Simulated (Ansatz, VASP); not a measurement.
Hg: VASP beside Ansatz

```xyz
3
Lattice="4.5400 0.0000 0.0000 -2.2700 3.9318 0.0000 0.0000 0.0000 3.8700" Properties=species:S:1:pos:R:3 pbc="T T T"
Hg    2.7966    4.9724    4.1564
Hg    2.7966    2.3512    2.2214
Hg    5.0666    3.6618    4.1564
```

Alike in both runs: task single point; functional PBE; k mesh 6 × 6 × 6; occupations gaussian, width 0.1 eV; no spin polarisation; Hubbard terms Hg d U = 7.6 eV.

|  | VASP | Ansatz |
| --- | --- | --- |
| version | VASP 6.6.1 | Ansatz 0.2.0 |
| potentials or method | VASP PAW PBE potentials, release 64 (Hg), cutoff 520 eV | scalar-relativistic, plane waves, PAW |
| valence electrons in the cell | 36 | 60 |

Ansatz gave:

```
gap on the k mesh at the Fermi level (eV)                     : none
pressure (GPa)                                                : 15.0
traceless stress, the component that is largest in VASP (GPa) : -8.65
```

Q: Estimate VASP's values.

A: gap on the k mesh at the Fermi level (eV): none; pressure (GPa): 9.7; traceless stress, the component that is largest in VASP (GPa): -5.71.

The programs project onto different local orbitals, so the same U acts differently, and such runs can settle in different states. A gap of «none» marks a metal or a gap that the smearing closes. VASP's potentials hold 36 valence electrons a cell and Ansatz's 60, so a difference there can come from the potentials and not from the codes. Ansatz's warnings: filled band counts differ across k points.

Spin-orbit coupling is off throughout.
